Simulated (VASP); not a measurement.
## Si: single point with LDA

Crystal: Si.

```
Si
1.0
     6.94096   -1.92657   -0.00338
     6.94096    1.92657   -0.00338
    -0.75282    0.00000    6.29885
Si
8
Direct
  0.05587 0.05587 0.87437
  0.94413 0.94413 0.12563
  0.55938 0.55938 0.65362
  0.44062 0.44062 0.34638
  0.21299 0.21299 0.05697
  0.78701 0.78701 0.94303
  0.72707 0.72707 0.58578
  0.27293 0.27293 0.41422
```

- Program: VASP 6.6.1
- Task: single point
- Functional: LDA
- Potentials or basis: VASP PAW LDA potentials, release 64 (Si)
- Cutoff: 520 eV
- k mesh: 10 × 10 × 6
- Occupations: gaussian, width 0.01 eV
- Spin: no spin polarisation
- Dipole correction: no
- Further INCAR settings: ALGO = Normal; EDIFF = 1e-06; NBANDS = 26

* Pressure: -2.4 GPa
* Largest force: 0.006 eV/Å
* Band gap on the k mesh: 0.18 eV (least direct gap 0.45 eV)

Forces in eV/Å, atoms in the order of the input:
```
Si  -0.002  0.000 -0.002
Si   0.002  0.000  0.002
Si  -0.002  0.000  0.001
Si   0.002  0.000 -0.001
Si  -0.003  0.000  0.005
Si   0.003  0.000 -0.005
Si  -0.001  0.000 -0.004
Si   0.001  0.000  0.004
```

Levels at points of the mesh, in eV from the valence-band top:
```tsv
k point	band 14	band 15	band 16	band 17	band 18	band 19
(0.00, 0.00, 0.00)	-0.73	-0.36	0.00	0.45	1.43	1.59
(0.50, 0.00, 0.00)	-2.78	-2.23	-1.89	0.73	1.44	1.78
(0.50, 0.50, 0.00)	-1.11	-0.77	-0.41	0.29	1.10	2.06
(0.00, 0.00, 0.50)	-1.30	-1.04	-0.97	0.81	1.20	1.75
(0.50, 0.00, 0.50)	-1.95	-1.74	-1.45	0.91	1.27	1.49
(0.50, 0.50, 0.50)	-1.50	-1.13	-0.78	0.18	1.14	1.26
```

Wall time 7.9 min on 1 thread of Intel(R) Xeon(R) 6975P-C (Granite Rapids) (shared host), peak memory 0.62 GiB.

Caveat: semilocal functionals underestimate gaps, and a narrow one can read as zero. A k mesh can miss the band edges.
